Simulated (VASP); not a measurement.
BaHfO3:

```
Ba Hf O
1.0
     4.16957    0.00000    0.00000
     0.00000    4.16957    0.00000
     0.00000    0.00000    4.17038
Ba Hf O
1 1 3
Direct
  0.50000 0.50000 0.99642
  0.00000 0.00000 0.49788
  0.00000 0.50000 0.49889
  0.50000 0.00000 0.49889
  0.00000 0.00000 0.99794
```

Base run:

- Program: VASP 6.6.1
- Functional: PBEsol
- Potentials or basis: VASP PAW PBE potentials, release 64 (Ba_sv, Hf_pv, O)
- Cutoff: 600 eV
- k mesh: 4 × 4 × 4
- Occupations: tetrahedron
- Spin: no spin polarisation

Its results: band gap on the k mesh 3.48 eV, indirect (least direct gap 3.69 eV); pressure -2.0 GPa; largest force 0.021 eV/Å.

**Question.** The run is repeated on the same cell with these changes: functional from PBEsol to LDA; potentials or basis from VASP PAW PBE potentials, release 64 (Ba_sv, Hf_pv, O) to VASP PAW LDA potentials, release 64 (Ba_sv, Hf_pv, O). What comes out?

**Answer.** Band gap on the k mesh 3.41 eV, indirect (least direct gap 3.62 eV); pressure -6.1 GPa; largest force 0.019 eV/Å.

Caveats: spin-orbit coupling is left out, which moves the levels of the heavy elements; the PAW data sets were made with another functional, which shifts forces and pressure a little (some runs).

A k mesh can miss the band edges.
